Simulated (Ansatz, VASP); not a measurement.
**BN in VASP and in Ansatz**

File POSCAR:

```
BN
1.0
    0.0000000000      1.8048254535      1.8048254535
    1.8526533280      0.0000000000      1.8048254535
    1.8526533280      1.8048254535      0.0000000000
B N
1 1
Direct
    0.0000000000      0.0000000000      0.0000000000
    0.2500000000      0.2500000000      0.2500000000
```

The input INCAR.step1:

```
ALGO = Normal
EDIFF = 1E-4
ENCUT = 520
GGA = PE
ISMEAR = 0
LASPH = True
LCHARG = False
LREAL = False
LWAVE = True
NBANDS = 11
NELM = 80
PREC = Accurate
SIGMA = 0.01
```

File INCAR.step2:

```
ALGO = Normal
EDIFF = 1E-6
ENCUT = 520
ISIF = 2
ISMEAR = 0
ISTART = 1
LASPH = True
LCHARG = True
LELF = True
LMIXTAU = True
LREAL = False
LVHAR = True
LWAVE = False
METAGGA = R2SCAN
NBANDS = 11
NELM = 80
PREC = Accurate
SIGMA = 0.01
```

The input KPOINTS:

```
k-points
0
Gamma
  12 12 12
```

Input for Ansatz:

```yaml
crystal:
  lattice:
    - [0.0, 1.8048254535, 1.8048254535]
    - [1.852653328, 0.0, 1.8048254535]
    - [1.852653328, 1.8048254535, 0.0]
  atoms:
    - { symbol: B, position: [0.0, 0.0, 0.0] }
    - { symbol: "N", position: [0.25, 0.25, 0.25] }
kpoints:
  mp_grid: { grid: [12, 12, 12] }
  band_path:
    path:
      - [0.0, 0.0, 0.0]
      - [-0.5, -0.5, 0.0]
      - [-0.375, -0.375, 0.25]
      - [-0.375, 0.0, 0.375]
      - [0.0, 0.0, 0.5]
      - [-0.5, -0.25, 0.25]
    npoints: 1
hamiltonian:
  xc: r2scan
scf:
  occupations: { method: fixed }
  n_extra_bands: 4
output:
  forces: true
  stress: true
  eigenvalues: true
```

Change from the starting cell: uniaxial_x strain +2.6%.

Alike in both runs: task single point; functional r2SCAN; k mesh 12 × 12 × 12; no spin polarisation.

|  | VASP | Ansatz |
| --- | --- | --- |
| version | VASP 6.6.1 | Ansatz 0.2.0 |
| potentials or method | VASP PAW PBE potentials, release 64 (B, N) | plane waves, PAW |
| plane-wave cutoff (eV) | 520 | 500 |
| occupations | gaussian, width 0.01 eV | fixed |
| valence electrons in the cell | 8 | 8 |

```tsv
	VASP	Ansatz	Ansatz less VASP
gap on the k mesh at the Fermi level (eV)	4.71	4.73	+0.020
pressure (GPa)	-8.7	-9.7	-1.02
traceless stress, the component that is largest in VASP (GPa)	-11.39	-11.42	-0.031
```

VASP's potentials were made for PBE, not for r2SCAN.
